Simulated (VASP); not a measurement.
# B16HN15 (a cell with a defect) in VASP: single point with PBE

Aim: the single point of B16HN15 (a cell with a defect) with PBE.

Program: VASP 6.6.1. These are calculated values, not measurements. Logs are shortened: lines on timing, memory, paths and dates and some standing lists are left out, and cuts for length are marked.

**1. The cell of the first run**

The cell holds a defect, 32 atoms: a = 6.277 Å, b = 6.277 Å, c = 6.277 Å, α = 109.47°, β = 109.47°, γ = 109.47°.

**2. Single point, PBE**

Input file INCAR:

```
SYSTEM = B16HN15
ALGO = Normal
EDIFF = 1E-6
ENCUT = 520
GGA = PE
GGA_COMPAT = .FALSE.
ISIF = 2
ISMEAR = -1
LASPH = .TRUE.
LCHARG = .FALSE.
LREAL = Auto
LWAVE = .FALSE.
NBANDS = 84
NELECT = 122.0
NELM = 120
PREC = Accurate
SIGMA = 0.01
```

Input file KPOINTS:

```
Automatic mesh
0
Gamma
  2 2 2
  0.5 0.5 0.5
```

Input file POSCAR:

```
B16HN15
1.0
   -3.6241103844      3.6241103844     -3.6241103844
    3.6241103844      3.6241103844      3.6241103844
    3.6241103844     -3.6241103844     -3.6241103844
B N H
16 15 1
Direct
    0.0033355233      0.0049532429      0.0034732261
   -0.0039304814      0.2500136955      0.7511894510
   -0.0039432138      0.5013287118      0.4998588086
    0.0033413245      0.7536293413      0.2548058797
    0.2483791589     -0.0013274238      0.7448886309
    0.2162170876      0.2500090434      0.4998523009
    0.2483850307      0.4950150488      0.2485230512
    0.2546703625      0.7536441730      0.0034817957
    0.4997227843     -0.0335594059      0.4998585152
    0.4997190540      0.2500176293      0.2165185660
    0.4997132240      0.5013264674     -0.0037858463
    0.4997211660      0.7463513800      0.7511837648
    0.7447387382     -0.0013200297      0.2485193987
    0.7510338770      0.2500084510     -0.0037888417
    0.7830162565      0.5333156277      0.7831490532
    0.7510438117      0.7463636230      0.4998542980
    0.0020485910      0.0018385469      0.2516899455
   -0.0002883830      0.2500056787     -0.0001444904
   -0.0026132106      0.4995126723      0.7493601845
   -0.0002904584      0.7500016786      0.4998515327
    0.2515493420      0.0018424182      0.0021872088
    0.2501932123      0.2499942203      0.7480088158
    0.2501898767      0.4981608130      0.4998468474
    0.2515559947      0.7523490486      0.2516976800
    0.4997110891      0.0004912729      0.7480079736
    0.4997151020      0.4981744018      0.2503368782
    0.4997171957      0.7500073235     -0.0001504104
    0.7478722091      0.0004956588      0.4998506079
    0.7478748913      0.2500020214      0.2503375637
    0.7492063673      0.4994976214     -0.0024930875
    0.7492269163      0.7476856325      0.7493582409
    0.5000554122      0.2504851617      0.4999019171
```

Potentials or basis: VASP PAW PBE potentials, release 64 (B, N, H).

On the command line:

```console
$ cat potpaw_PBE.64/B/POTCAR potpaw_PBE.64/N/POTCAR potpaw_PBE.64/H/POTCAR > POTCAR
$ mpirun -np 1 vasp_std > vasp.out
```

OUTCAR:

```text
SYSTEM = B16HN15
   EDIFF = 1E-6
   ENCUT = 520
   GGA = PE
   ISIF = 2
   ISMEAR = -1
   LASPH = .TRUE.
   LREAL = Auto
   NELECT = 122.0
   NELM = 120
   PREC = Accurate

 ion  position               nearest neighbor table
   1  0.003  0.005  0.003-  18 1.55  21 1.57  17 1.57  31 1.60
   2  0.996  0.250  0.751-  18 1.55  19 1.57  28 1.57  22 1.60
   3  0.996  0.501  0.500-  20 1.55  19 1.57  29 1.57  23 1.60
   4  0.003  0.754  0.255-  20 1.55  24 1.57  17 1.57  30 1.60
   5  0.248  0.999  0.745-  20 1.55  22 1.57  25 1.57  21 1.60
   6  0.216  0.250  0.500-  23 1.50  17 1.50  22 1.50
   7  0.248  0.495  0.249-  18 1.55  26 1.57  23 1.57  24 1.60
   8  0.255  0.754  0.003-  27 1.55  21 1.57  24 1.57  19 1.60
   9  0.500  0.966  0.500-  28 1.50  25 1.50  24 1.50
  10  0.500  0.250  0.217-  26 1.50  29 1.50  21 1.50
  11  0.500  0.501  0.996-  27 1.55  30 1.57  22 1.57  26 1.60
  12  0.500  0.746  0.751-  27 1.55  31 1.57  23 1.57  25 1.60
  13  0.745  0.999  0.249-  27 1.55  29 1.57  28 1.57  17 1.60
  14  0.751  0.250  0.996-  18 1.55  30 1.57  25 1.57  29 1.60
  15  0.783  0.533  0.783-  31 1.50  19 1.50  30 1.50
  16  0.751  0.746  0.500-  20 1.55  31 1.57  26 1.57  28 1.60
  17  0.002  0.002  0.252-   6 1.50   4 1.57   1 1.57  13 1.60
  18  1.000  0.250  1.000-   7 1.55   2 1.55  14 1.55   1 1.55
  19  0.997  0.500  0.749-  15 1.50   3 1.57   2 1.57   8 1.60
  20  1.000  0.750  0.500-  16 1.55   3 1.55   5 1.55   4 1.55
  21  0.252  0.002  0.002-  10 1.50   8 1.57   1 1.57   5 1.60
[... 8 lines left out ...]
  30  0.749  0.499  0.998-  15 1.50  14 1.57  11 1.57   4 1.60
  31  0.749  0.748  0.749-  15 1.50  16 1.57  12 1.57   1 1.60
  32  0.500  0.250  0.500-

  LATTYP: Found a body centered cubic cell.
 ALAT       =     7.2482207688

  Lattice vectors:

 A1 = (  -3.6241103844,   3.6241103844,  -3.6241103844)
 A2 = (   3.6241103844,   3.6241103844,   3.6241103844)
 A3 = (   3.6241103844,  -3.6241103844,  -3.6241103844)

Analysis of symmetry for initial positions (statically):
=====================================================================
 Subroutine PRICEL returns:
 Original cell was already a primitive cell.

 Routine SETGRP: Setting up the symmetry group for a
 body centered cubic supercell.

 Subroutine GETGRP returns: Found  1 space group operations
 (whereof  1 operations were pure point group operations)
 out of a pool of 48 trial point group operations.

The static configuration has the point symmetry C_1 .

Analysis of symmetry for dynamics (positions and initial velocities):
=====================================================================
 Subroutine PRICEL returns:
[... 150 lines left out ...]
   EDIFFG = 0.1E-04   stopping-criterion for IOM
   NSW    =      0    number of steps for IOM
[... 5 lines left out ...]
   TEBEG  =    0.0;   TEEND  =   0.0 temperature during run
   PSTRESS=    0.0 pullay stress
   NELECT =     122.0000    total number of electrons
   NUPDOWN=      -1.0000    fix difference up-down
   EMIN   =  10.00;   EMAX   =-10.00  energy-range for DOS
   EFERMI =   0.00;   METHOD = LEGACY
   ISMEAR =    -1;   SIGMA  =   0.01  broadening in eV -4-tet -1-fermi 0-gaus
   EFERMI_NEDOS =   21; number of points for ismear=-14 and -15
   IALGO  =     38    algorithm
   IMIX   =      4    mixing-type and parameters
     AMIX     =   0.40;   BMIX     =  1.00
     AMIX_MAG =   1.60;   BMIX_MAG =  1.00
  volume/ion in A,a.u.               =       5.95        40.15
  Fermi-wavevector in a.u.,A,eV,Ry     =   1.411367  2.667097 27.102226  1.991957
  Thomas-Fermi vector in A             =   2.533226
   LORBIT       =      0    0 simple, 1 ext, 2 COOP (PROOUT), +10 PAW based schemes
   GGA     = PE    functional components
   LHFCALC =     F    Hartree Fock is set to
   AEXX    =    0.0000 exact exchange contribution
   IVDW    =     0    specifies the selected vdW correction
   LEPSILON=     F    determine dielectric tensor
   LRPA    =     F    only Hartree local field effects (RPA)
 non-spin polarized calculation
  energy-cutoff  :      520.00
  volume of cell :      190.40
 maximum number of plane-waves:      5137
 NGX is ok and might be reduce to    48
   NGX = 23   NGY = 23   NGZ = 23

 number of electron     122.0000028 magnetization

 Free energy of the ion-electron system (eV)
  ---------------------------------------------------
  ext. energy  EPLUGINS =         0.00000000
  ---------------------------------------------------
  free energy    TOTEN  =      -286.81939065 eV

  energy without entropy =     -286.81939065  energy(sigma->0) =     -286.81939065

 E-fermi :   6.1556     XC(G=0): -12.5505

 val. band max:        5.8394436448   @ k =   0.2500   0.2500   0.2500
 cond. band min:      10.7821282636   @ k =   0.2500   0.2500  -0.2500
 fundamental gap:      4.9426846188
 Fermi energy:         6.1555590473

 k-point     1 :       0.2500    0.2500    0.2500
  band No.  band energies     occupation
      1     -11.6613      2.00000
      2     -11.6607      2.00000
      3     -11.6602      2.00000
      4     -11.2341      2.00000
      5      -8.6587      2.00000
      6      -8.6582      2.00000
[... 293 lines left out ...]
     72      15.9173      0.00000
     73      16.5152      0.00000
 [bands above 73 left out]

------------------------ aborting loop because EDIFF is reached ----------------------------------------

  FORCE on cell =-STRESS in cart. coord.  units (eV):
  Direction    XX          YY          ZZ          XY          YZ          ZX
  --------------------------------------------------------------------------------------
  -------------------------------------------------------------------------------------
  Total      -20.1707667    -20.1697875    -20.1715490      0.0026451      0.0088642      0.0344561
  in kB     -169.7339605   -169.7257210   -169.7405441      0.0222583      0.0745908      0.2899431
  external PRESSURE =    -169.7334086 kB  Pullay stress =       0.0000000 kB

 VOLUME and BASIS-vectors are now :
 -----------------------------------------------------------------------------
  energy-cutoff  :      520.00
  volume of cell :      190.40
      direct lattice vectors                 reciprocal lattice vectors
    -3.624110384  3.624110384 -3.624110384     0.000000000  0.137964893 -0.137964893
     3.624110384  3.624110384  3.624110384     0.137964893  0.137964893  0.000000000
     3.624110384 -3.624110384 -3.624110384     0.137964893  0.000000000 -0.137964893

 POSITION                                       TOTAL-FORCE (eV/Angst)
 -----------------------------------------------------------------------------------
      0.01845      0.01745     -0.00672         0.023668      0.024128      0.093043
      0.01860      1.79355     -5.42618         0.023135     -0.023290     -0.094324
      0.01859      3.61515     -3.60449         0.022104      0.095656      0.023897
      3.64257      1.81990      1.79568         0.023823     -0.094467     -0.023119
      5.41870      1.81989      0.01959        -0.023472     -0.094402      0.023268
      1.93399     -0.12186     -1.68905         0.011177     -0.010398      0.011207
[... 24 lines left out ...]
      2.71017      2.70922     -2.72134        -0.029678     -0.031092     -0.009269
      0.90723      0.90834     -2.71617        -0.000047     -0.001179     -0.000040
 -----------------------------------------------------------------------------------
    total drift:                               -0.000384      0.000886     -0.004142

  FREE ENERGIE OF THE ION-ELECTRON SYSTEM (eV)
  ---------------------------------------------------
  free  energy   TOTEN  =      -286.8193906512 eV

  energy  without entropy=     -286.8193906512  energy(sigma->0) =     -286.81939065
```

OSZICAR:

```text
N       E                     dE             d eps       ncg     rms          rms(c)
DAV:   1     0.484036454474E+03    0.48404E+03   -0.65283E+04   672   0.143E+03
DAV:   2    -0.265562960965E+03   -0.74960E+03   -0.72303E+03   840   0.321E+02
DAV:   3    -0.300384435031E+03   -0.34821E+02   -0.34621E+02   848   0.704E+01
DAV:   4    -0.300785676708E+03   -0.40124E+00   -0.40036E+00   840   0.770E+00
DAV:   5    -0.300791821683E+03   -0.61450E-02   -0.61417E-02   840   0.898E-01    0.261E+01
DAV:   6    -0.287950549715E+03    0.12841E+02   -0.40068E+01   800   0.198E+01    0.125E+01
DAV:   7    -0.287028087798E+03    0.92246E+00   -0.24800E+00   808   0.566E+00    0.753E+00
DAV:   8    -0.286831770906E+03    0.19632E+00   -0.63173E-01   792   0.275E+00    0.797E-01
DAV:   9    -0.286817955693E+03    0.13815E-01   -0.53373E-02   792   0.821E-01    0.308E-01
DAV:  10    -0.286819288933E+03   -0.13332E-02   -0.50991E-03   848   0.257E-01    0.101E-01
DAV:  11    -0.286819343458E+03   -0.54525E-04   -0.49721E-04   816   0.778E-02    0.330E-02
DAV:  12    -0.286819382540E+03   -0.39082E-04   -0.58334E-05   816   0.318E-02    0.147E-02
DAV:  13    -0.286819389864E+03   -0.73238E-05   -0.74343E-06   832   0.107E-02    0.695E-03
DAV:  14    -0.286819390651E+03   -0.78733E-06   -0.11863E-06   512   0.489E-03
   1 F= -.28681939E+03 E0= -.28681939E+03  d E =-.884329E-14
```

Wall time 96 s (1 thread of AMD EPYC 9R45 (Zen 5), shared host); peak memory 0.31 GiB.

Results:

```
Free energy   : -286.8194 eV
Largest force : 0.101 eV/Å
```

Forces in eV/Å, atoms in the order of the input:
```
B    0.024  0.024  0.093
B    0.023 -0.023 -0.094
B    0.022  0.096  0.024
B    0.024 -0.094 -0.023
B   -0.023 -0.094  0.023
B    0.011 -0.010  0.011
B   -0.023 -0.023  0.095
B   -0.095  0.023 -0.024
B   -0.011 -0.011 -0.010
B   -0.010  0.011  0.010
B    0.095  0.023  0.023
B    0.094 -0.024 -0.023
B   -0.095 -0.024  0.024
B   -0.023  0.023 -0.096
B    0.009  0.010 -0.010
B   -0.025  0.093 -0.024
N    0.009  0.030 -0.030
N    0.000  0.000  0.001
N    0.010 -0.031  0.030
N    0.000  0.000  0.001
N    0.030  0.009 -0.030
N   -0.031  0.032  0.009
N   -0.030 -0.009 -0.032
N    0.029  0.030 -0.009
N   -0.008  0.031  0.031
N   -0.009 -0.031 -0.030
N    0.000 -0.001  0.000
N    0.031 -0.009  0.030
N    0.031 -0.030  0.009
N   -0.030  0.010  0.030
N   -0.030 -0.031 -0.009
H    0.000 -0.001  0.000
```

Levels at points of the mesh, in eV from the Fermi level:
| k point | band 57 | band 58 | band 59 | band 60 | band 61 | band 62 | band 63 | band 64 | band 65 | band 66 |
| --- | --- | --- | --- | --- | --- | --- | --- | --- | --- | --- |
| (0.25, 0.25, 0.25) | -0.43 | -0.43 | -0.32 | -0.32 | -0.32 | 5.09 | 5.09 | 5.09 | 8.08 | 8.44 |

Caveat: the k points lie up to 0.61 Å⁻¹ apart; the cell carries a net charge on a neutralising background, which shifts energy and pressure; the cell is charged against a uniform background, so pressure and absolute levels hang on convention.
